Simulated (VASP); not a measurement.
A run of VASP 6.6.1:

The input INCAR:

```
SYSTEM = HfO2
PREC = Accurate
ENCUT = 520
EDIFF = 1E-8
ISMEAR = -1
SIGMA = 0.02
LREAL = Auto
LASPH = .True.
NELM = 80
ALGO = Normal
ISIF = 2
LWAVE = .False.
LCHARG = .False.
LEFG = .True.
NBANDS = 106
```

Contents of KPOINTS:

```
Automatic mesh
0
Gamma
  5 3 5
  0 0 0
```

Contents of POSCAR:

```
HfO2
1.0
    5.0598000000      0.0000000000      0.0000000000
    0.0000000000     10.0172000000      0.0000000000
    0.0000000000      0.0000000000      5.2276000000
Hf O
8 16
Direct
    0.7451453815      0.8845374889      0.9648639292
    0.2451453815      0.6154625111      0.0351360708
    0.2548546185      0.3845374889      0.5351360708
    0.7548546185      0.1154625111      0.4648639292
    0.2548546185      0.1154625111      0.0351360708
    0.7548546185      0.3845374889      0.9648639292
    0.7451453815      0.6154625111      0.4648639292
    0.2451453815      0.8845374889      0.5351360708
    0.8705074914      0.7907433626      0.6240165300
    0.3705074914      0.7092566374      0.3759834700
    0.1294925086      0.2907433626      0.8759834700
    0.6294925086      0.2092566374      0.1240165300
    0.1294925086      0.2092566374      0.3759834700
    0.6294925086      0.2907433626      0.6240165300
    0.8705074914      0.7092566374      0.1240165300
    0.3705074914      0.7907433626      0.8759834700
    0.5028771638      0.9764425996      0.2617206517
    0.0028771638      0.5235574004      0.7382793483
    0.4971228362      0.4764425996      0.2382793483
    0.9971228362      0.0235574004      0.7617206517
    0.4971228362      0.0235574004      0.7382793483
    0.9971228362      0.4764425996      0.2617206517
    0.5028771638      0.5235574004      0.7617206517
    0.0028771638      0.9764425996      0.2382793483
```

Potentials or basis: VASP PAW LDA potentials, release 64 (Hf_pv, O).

Command:

```sh
$ cat potpaw_LDA.64/Hf_pv/POTCAR potpaw_LDA.64/O/POTCAR > POTCAR
$ mpirun -np 1 vasp_std > vasp.out
```

Hardware: 1 thread of Intel(R) Xeon(R) Platinum 8259CL CPU @ 2.50GHz (Skylake/Cascade Lake), with other jobs on the host.

Task: How long does it take, and how much memory?

Result: Wall time 16 min on 1 thread of Intel(R) Xeon(R) Platinum 8259CL CPU @ 2.50GHz (Skylake/Cascade Lake), on a shared host, peak memory 0.47 GiB. Counts: scf iterations 17, k points 18.
